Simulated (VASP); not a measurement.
Runs of VASP 6.6.1 on MgO. The structure is that of space group I4/mmm (No. 139), or close to it. The cells are those of the table. 

```csv
level,cell,k mesh,smearing,gap on the mesh (eV),pressure (GPa)
PBE,"a = 3.001, b = 3.001, c = 3.092 Å, angles 59.0, 59.0, 62.0°, 2 atoms",6 × 6 × 6,gaussian 0.01 eV,4.18,-2.6
r2SCAN,"a = 2.993, b = 2.993, c = 3.062 Å, angles 59.2, 59.2, 61.5°, 2 atoms",10 × 10 × 10,gaussian 0.01 eV,5.19,-6.9
PBE,"a = 3.001, b = 3.001, c = 3.092 Å, angles 59.0, 59.0, 62.0°, 2 atoms",10 × 10 × 10,fermi-dirac 0.02 eV,4.18,-2.6
r2SCAN,"a = 3.001, b = 3.001, c = 3.092 Å, angles 59.0, 59.0, 62.0°, 2 atoms",10 × 10 × 10,gaussian 0.01 eV,(a),-8.3
PBE,"a = 2.993, b = 2.993, c = 3.062 Å, angles 59.2, 59.2, 61.5°, 2 atoms",10 × 10 × 10,fermi-dirac 0.02 eV,(b),-1.1
```

Alike in all rows: task single point; potentials or basis VASP PAW PBE potentials, release 64 (Mg, O); no spin polarisation; cutoff (eV) 520.

Problem. Fill in the values left out.

Solution. (a) 5.04; (b) 4.33.

Caveats: some runs use coarse meshes; the PAW data sets were made with another functional, which shifts forces and pressure a little (some runs).

